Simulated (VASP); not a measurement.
# ZnSe (F-43m) in VASP: notebook

ZnSe is run at these levels: LDA; tasks: vibrations by perturbation theory.

Program: VASP 6.6.1. These are calculated values, not measurements. Logs are shortened: lines on timing, memory, paths and dates and some standing lists are left out, and cuts for length are marked.

### 1 The cell of the first run

The structure is cubic, space group F-43m (No. 216). Conventional cell: a = 5.298 Å, b = 5.298 Å, c = 5.298 Å, α = 90.00°, β = 90.00°, γ = 90.00°. Zn (site symmetry -43m) has 4 Se at 2.29 Å within 3.0 Å. Within 3.0 Å of Se (site symmetry -43m) lie 4 Zn at 2.29 Å.

### 2 Vibrations by perturbation theory, LDA

File INCAR:

```
PREC     = Accurate       # precision mode
ENCUT    = 520            # plane-wave cutoff, eV
EDIFF    = 1E-8           # SCF threshold, eV
ISMEAR   = 0              # smearing method
SIGMA    = 0.01           # smearing width, eV
LREAL    = False          # projectors in reciprocal space
LASPH    = True           # aspherical terms in the spheres
NELM     = 60             # most SCF steps
ALGO     = Normal         # electronic algorithm
ISIF     = 2              # what is computed and relaxed
LWAVE    = False          # write WAVECAR
LCHARG   = True           # write CHGCAR
GGA      = CA             # functional
IBRION   = 8              # ionic algorithm
NSW      = 1              # ionic steps
```

File KPOINTS:

```
Automatic mesh
0
Gamma
  8 8 8
```

File POSCAR:

```
ZnSe
1.0
    2.6489603204      2.6489603204      0.0000000000
   -2.6489603204      2.6489603204      0.0000000000
    0.0000000000      2.6489603204      2.6489603204
Zn Se
1 1
Direct
    0.0000000000      0.0000000000      0.0000000000
    0.7500000000      0.2500000000      0.5000000000
```

Potentials or basis: VASP PAW LDA potentials, release 64 (Zn, Se).

Started as:

```console
cat potpaw_LDA.64/Zn/POTCAR potpaw_LDA.64/Se/POTCAR > POTCAR
mpirun -np 1 vasp_std > vasp.out
```

OUTCAR:

```text
PREC = Accurate
   ENCUT = 520
   EDIFF = 1E-8
   ISMEAR = 0
   LREAL = False
   LASPH = True
   NELM = 60
   ISIF = 2
   GGA = CA
   IBRION = 8
   NSW = 1

 ion  position               nearest neighbor table
   1  0.000  0.000  0.000-   2 2.29   2 2.29   2 2.29   2 2.29
   2  0.750  0.250  0.500-   1 2.29   1 2.29   1 2.29   1 2.29

  LATTYP: Found a face centered cubic cell.
 ALAT       =     5.2979206408

  Lattice vectors:

 A1 = (   0.0000000000,   2.6489603204,   2.6489603204)
 A2 = (   2.6489603204,   0.0000000000,   2.6489603204)
 A3 = (   2.6489603204,   2.6489603204,   0.0000000000)

Analysis of symmetry for initial positions (statically):
=====================================================================
 Subroutine PRICEL returns:
 Original cell was already a primitive cell.

 Routine SETGRP: Setting up the symmetry group for a
 face centered cubic supercell.

 Subroutine GETGRP returns: Found 24 space group operations
 (whereof 24 operations were pure point group operations)
 out of a pool of 48 trial point group operations.

The static configuration has the point symmetry T_d .

Analysis of symmetry for dynamics (positions and initial velocities):
=====================================================================
 Subroutine PRICEL returns:
 Original cell was already a primitive cell.

 Routine SETGRP: Setting up the symmetry group for a
 face centered cubic supercell.

 Subroutine GETGRP returns: Found 24 space group operations
 (whereof 24 operations were pure point group operations)
 out of a pool of 48 trial point group operations.

The dynamic configuration has the point symmetry T_d .

 Subroutine INISYM returns: Found 24 space group operations
 (whereof 24 operations are pure point group operations),
 and found     1 'primitive' translations

----------------------------------------------------------------------------------------

[... 543 lines left out ...]
  external PRESSURE =     156.3848071 kB  Pullay stress =       0.0000000 kB

 VOLUME and BASIS-vectors are now :
 -----------------------------------------------------------------------------
  energy-cutoff  :      520.00
  volume of cell :       37.18
      direct lattice vectors                 reciprocal lattice vectors
     2.648960320  2.648960320  0.000000000     0.188753299  0.188753299 -0.188753299
    -2.648960320  2.648960320  0.000000000    -0.188753299  0.188753299 -0.188753299
     0.000000000  2.648960320  2.648960320     0.000000000  0.000000000  0.377506598

 POSITION                                       TOTAL-FORCE (eV/Angst)
 -----------------------------------------------------------------------------------
      0.00000      0.00000      0.00000        -0.000000     -0.000000      0.000000
      1.32448      3.97344      1.32448         0.000000      0.000000     -0.000000
 -----------------------------------------------------------------------------------
    total drift:                                0.000001      0.000000     -0.000000

  FREE ENERGIE OF THE ION-ELECTRON SYSTEM (eV)
  ---------------------------------------------------
  free  energy   TOTEN  =        -7.1097786129 eV

  energy  without entropy=       -7.1097786129  energy(sigma->0) =       -7.10977861

[... ionic steps 2 to 3 ...]

--------------------------------------- Ionic step        4  -------------------------------------------

------------------------ aborting loop because EDIFF is reached ----------------------------------------

[... ionic steps 5 to 6 ...]

--------------------------------------- Ionic step        7  -------------------------------------------

 Free energy of the ion-electron system (eV)
  ---------------------------------------------------
  ---------------------------------------------------
  free energy    TOTEN  =        -0.08165090 eV

  energy without entropy =       -0.08165090

------------------------ aborting loop because EDIFF is reached ----------------------------------------

 INTERNAL STRAIN TENSOR  FOR ION    2  DIRECTION 1   (eV/Angst):
 -----------------------------------------------------------------------------
     0.04194  0.00000 -0.00000
     0.00000 -0.04616 13.19445
     0.00000 13.19445 -0.04616

 INTERNAL STRAIN TENSOR FOR ION    2 for displacements in x,y,z  (eV/Angst):
          X           Y           Z          XY          YZ          ZX
  --------------------------------------------------------------------------------
  x     0.00000     0.00000     0.00000     0.00000    13.19445     0.00000
  y     0.00000     0.00000     0.00000     0.00000     0.00000    13.19445
  z     0.00000     0.00000     0.00000    13.19445     0.00000     0.00000

 SECOND DERIVATIVES (NOT SYMMETRIZED)
 ------------------------------------
               1X          1Y          1Z          2X          2Y          2Z
  1X   -10.374819    0.000000    0.000000   10.374819    0.000000    0.000000
  1Y     0.000000  -10.374819    0.000000    0.000000   10.374819    0.000000
  1Z     0.000000    0.000000  -10.374819    0.000000    0.000000   10.374819
  2X    10.286735    0.000000    0.000000  -10.286735    0.000000    0.000000
  2Y     0.000000   10.286735    0.000000    0.000000  -10.286735    0.000000
  2Z     0.000000    0.000000   10.286735    0.000000    0.000000  -10.286735

 Eigenvectors and eigenvalues of the dynamical matrix
 ----------------------------------------------------

   1 f  =    8.403387 THz    52.800038 2PiTHz  280.306819 cm-1    34.753601 meV
             X         Y         Z           dx          dy          dz
      0.000000  0.000000  0.000000     0.000000    0.741023    0.000000
      1.324480  3.973440  1.324480     0.000000   -0.671479    0.000000
[... 21 lines left out ...]
   6 f/i=    0.017826 THz     0.112005 2PiTHz    0.594615 cm-1     0.073723 meV
             X         Y         Z           dx          dy          dz
      0.000000  0.000000  0.000000     0.000000    0.000000   -0.671479
      1.324480  3.973440  1.324480     0.000000    0.000000   -0.741023

--------------------------------------------------------------------------------------------------------

 ELASTIC MODULI CONTR FROM IONIC RELAXATION (kBar)
 Direction    XX          YY          ZZ          XY          YZ          ZX
 --------------------------------------------------------------------------------
 XX          -0.0000      0.0000      0.0000      0.0000     -0.0000      0.0000
 YY           0.0000     -0.0000      0.0000      0.0000      0.0000     -0.0000
 ZZ           0.0000      0.0000     -0.0000     -0.0000      0.0000      0.0000
 XY           0.0000      0.0000     -0.0000   -726.5378      0.0000      0.0000
 YZ          -0.0000      0.0000      0.0000      0.0000   -726.5378      0.0000
 ZX           0.0000     -0.0000      0.0000      0.0000      0.0000   -726.5378
 --------------------------------------------------------------------------------
```

OSZICAR:

```text
N       E                     dE             d eps       ncg     rms          rms(c)
DAV:   1     0.878290834320E+02    0.87829E+02   -0.92971E+03   754   0.170E+03
DAV:   2    -0.188531414926E+01   -0.89714E+02   -0.85843E+02   804   0.291E+02
DAV:   3    -0.741262203494E+01   -0.55273E+01   -0.55027E+01   949   0.724E+01
DAV:   4    -0.746350276904E+01   -0.50881E-01   -0.50872E-01   809   0.735E+00
[... 40 lines left out ...]
RMM:   8    -0.816509367951E-01   -0.21723E-05   -0.62461E-08  4403   0.461E-04    0.574E-05
RMM:   9    -0.816510027569E-01   -0.65962E-07    0.16483E-09  4458   0.156E-04    0.196E-05
RMM:  10    -0.816509139040E-01    0.88853E-07    0.50818E-09  4142   0.548E-05    0.622E-06
RMM:  11    -0.816508964516E-01    0.17452E-07   -0.18950E-10  3945   0.224E-05    0.276E-06
RMM:  12    -0.816508995259E-01   -0.30743E-08    0.16648E-09  2573   0.135E-05    0.295E-07
 Linear response finished
```

Run time: 3.4 min. Hardware: 1 thread of Intel Xeon 8259CL, shared host; peak memory 0.25 GiB.

Results:

```
Highest phonon frequency at Γ, LO-TO splitting left out : 280 cm⁻¹
```

Phonon frequencies in cm⁻¹ (negative: imaginary):
```
              q point           frequencies
(0.000, 0.000, 0.000)  -1 -1 -1 280 280 280
```

Caveat: the cell stands under pressure or tension, which shifts response properties.

### 3 Vibrations by perturbation theory, LDA

This run uses another cell than the first one, of 19.35 Å³/atom.

File INCAR:

```
SYSTEM = ZnSe
ALGO     = Normal         ! electronic algorithm
EDIFF    = 1E-8           ! SCF threshold, eV
ENCUT    = 520            ! plane-wave cutoff, eV
GGA      = CA             ! functional
IBRION   = 8              ! ionic algorithm
ISIF     = 2              ! what is computed and relaxed
ISMEAR   = 0              ! smearing method
LASPH    = .True.         ! aspherical terms in the spheres
LCHARG   = .True.         ! write CHGCAR
LREAL    = .False.        ! projectors in reciprocal space
LWAVE    = .False.        ! write WAVECAR
NELM     = 100            ! most SCF steps
NSW      = 1              ! ionic steps
PREC     = Accurate       ! precision mode
SIGMA    = 0.01           ! smearing width, eV
```

File KPOINTS:

```
k-points
0
Gamma
  8 8 8
  0 0 0
```

File POSCAR:

```
ZnSe
1.0
    2.6845291621      2.6845291621      0.0000000000
   -2.6845291621      2.6845291621      0.0000000000
    0.0000000000      2.6845291621      2.6845291621
Zn Se
1 1
Direct
    0.0000000000      0.0000000000      0.0000000000
    0.7500000000      0.2500000000      0.5000000000
```

Potentials or basis: VASP PAW LDA potentials, release 64 (Zn, Se).

Started as:

```console
cat potpaw_LDA.64/Zn/POTCAR potpaw_LDA.64/Se/POTCAR > POTCAR
mpirun -np 1 vasp_std > vasp.out
```

OUTCAR:

```text
SYSTEM = ZnSe
   EDIFF = 1E-8
   ENCUT = 520
   GGA = CA
   IBRION = 8
   ISIF = 2
   ISMEAR = 0
   LASPH = .True.
   LREAL = .False.
   NELM = 100
   NSW = 1
   PREC = Accurate

 ion  position               nearest neighbor table
   1  0.000  0.000  0.000-   2 2.32   2 2.32   2 2.32   2 2.32
   2  0.750  0.250  0.500-   1 2.32   1 2.32   1 2.32   1 2.32

  LATTYP: Found a face centered cubic cell.
 ALAT       =     5.3690583242

  Lattice vectors:

 A1 = (   0.0000000000,   2.6845291621,   2.6845291621)
 A2 = (   2.6845291621,   0.0000000000,   2.6845291621)
 A3 = (   2.6845291621,   2.6845291621,   0.0000000000)

Analysis of symmetry for initial positions (statically):
=====================================================================
 Subroutine PRICEL returns:
 Original cell was already a primitive cell.

[... 613 lines left out ...]
------------------------ aborting loop because EDIFF is reached ----------------------------------------

 INTERNAL STRAIN TENSOR  FOR ION    2  DIRECTION 1   (eV/Angst):
 -----------------------------------------------------------------------------
     0.04924  0.00000 -0.00000
    -0.00000 -0.04906 11.09039
     0.00000 11.09039 -0.04906

 INTERNAL STRAIN TENSOR FOR ION    2 for displacements in x,y,z  (eV/Angst):
          X           Y           Z          XY          YZ          ZX
  --------------------------------------------------------------------------------
  x     0.00000     0.00000     0.00000    -0.00000    11.09039    -0.00000
  y     0.00000     0.00000     0.00000     0.00000     0.00000    11.09039
  z     0.00000     0.00000     0.00000    11.09039     0.00000    -0.00000

 SECOND DERIVATIVES (NOT SYMMETRIZED)
 ------------------------------------
               1X          1Y          1Z          2X          2Y          2Z
  1X    -9.109671   -0.000000    0.000000    9.109671    0.000000   -0.000000
  1Y     0.000000   -9.109671   -0.000000   -0.000000    9.109671    0.000000
  1Z     0.000000   -0.000000   -9.109671   -0.000000    0.000000    9.109671
  2X     9.071638    0.000000   -0.000000   -9.071638   -0.000000    0.000000
  2Y    -0.000000    9.071638    0.000000    0.000000   -9.071638   -0.000000
  2Z    -0.000000    0.000000    9.071638    0.000000   -0.000000   -9.071638

 Eigenvectors and eigenvalues of the dynamical matrix
 ----------------------------------------------------

   1 f  =    7.882072 THz    49.524518 2PiTHz  262.917619 cm-1    32.597616 meV
             X         Y         Z           dx          dy          dz
      0.000000  0.000000  0.000000     0.740297    0.000000    0.000000
      1.342265  4.026794  1.342265    -0.672280   -0.000000    0.000000
[... 21 lines left out ...]
   6 f/i=    0.008206 THz     0.051559 2PiTHz    0.273719 cm-1     0.033937 meV
             X         Y         Z           dx          dy          dz
      0.000000  0.000000  0.000000    -0.642157   -0.198984   -0.000000
      1.342265  4.026794  1.342265    -0.707127   -0.219116    0.000000

--------------------------------------------------------------------------------------------------------

 ELASTIC MODULI CONTR FROM IONIC RELAXATION (kBar)
 Direction    XX          YY          ZZ          XY          YZ          ZX
 --------------------------------------------------------------------------------
 XX          -0.0000      0.0000      0.0000      0.0000     -0.0000      0.0000
 YY           0.0000     -0.0000     -0.0000      0.0000      0.0000     -0.0000
 ZZ           0.0000     -0.0000     -0.0000     -0.0000      0.0000      0.0000
 XY           0.0000      0.0000     -0.0000   -560.8931     -0.0000     -0.0000
 YZ          -0.0000      0.0000      0.0000     -0.0000   -560.8931     -0.0000
 ZX           0.0000     -0.0000      0.0000     -0.0000     -0.0000   -560.8931
 --------------------------------------------------------------------------------
```

Run time: 3.4 min. Hardware: 1 thread of Intel Xeon 8259CL, shared host; peak memory 0.25 GiB.

What came out:

```yaml
Highest_phonon_frequency_at_Γ_LO-TO_splitting_left_out: 263 cm⁻¹
```

Phonon frequencies in cm⁻¹ (negative: imaginary):
| q point | frequencies |
| --- | --- |
| (0.000, 0.000, 0.000) | 0 0 0 263 263 263 |

Caveat: the cell stands under pressure or tension, which shifts response properties.
